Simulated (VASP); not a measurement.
A run of VASP 6.6.1:

POSCAR

```
SnSe
1.0
    4.2853274191      0.0000000000      0.0000000000
    0.0000000000      4.2853274191      0.0000000000
    0.0000000000      0.0000000000     10.9906921300
Sn Se
2 2
Direct
    0.0000000000      0.5000000000      0.6277708900
    0.5000000000      0.0000000000      0.3722291100
    0.0000000000      0.5000000000      0.3839605100
    0.5000000000      0.0000000000      0.6160394900
```

The input INCAR.step1:

```
SYSTEM = SnSe
PREC = Accurate ; ENCUT = 520
ISMEAR = -1 ; SIGMA = 0.05
LREAL = .FALSE. ; LASPH = .TRUE.
NELM = 80 ; NBANDS = 28
GGA = PE ; ALGO = Normal
EDIFF = 1E-4 ; LWAVE = .TRUE.
LCHARG = .FALSE.
```

The input INCAR.step2:

```
SYSTEM = SnSe
PREC = Accurate ; ENCUT = 520
EDIFF = 1E-6 ; ISMEAR = -1
SIGMA = 0.05 ; LREAL = .FALSE.
LASPH = .TRUE. ; NELM = 80
ALGO = Normal ; ISIF = 2
LWAVE = .FALSE. ; LCHARG = .FALSE.
METAGGA = R2SCAN ; LMIXTAU = .TRUE.
NBANDS = 28 ; ISTART = 1
```

Contents of KPOINTS:

```
regular mesh
0
G
  6 6 3
  0 0 0
```

Potentials or basis: VASP PAW PBE potentials, release 64 (Sn_d, Se).

Command:

```console
$ cat potpaw_PBE.64/Sn_d/POTCAR potpaw_PBE.64/Se/POTCAR > POTCAR
$ cp INCAR.step1 INCAR
$ mpirun -np 1 vasp_std > vasp.out
$ cp INCAR.step2 INCAR
$ mpirun -np 1 vasp_std > vasp.out
```

Hardware: 1 thread of Intel Xeon 8259CL, with other jobs on the host.

**Question.** How long does it take, and how much memory?

**Answer.** Wall time 9.5 min on 1 thread of Intel Xeon 8259CL, with other jobs on the host, peak memory 0.37 GiB. Counts: k points 20.
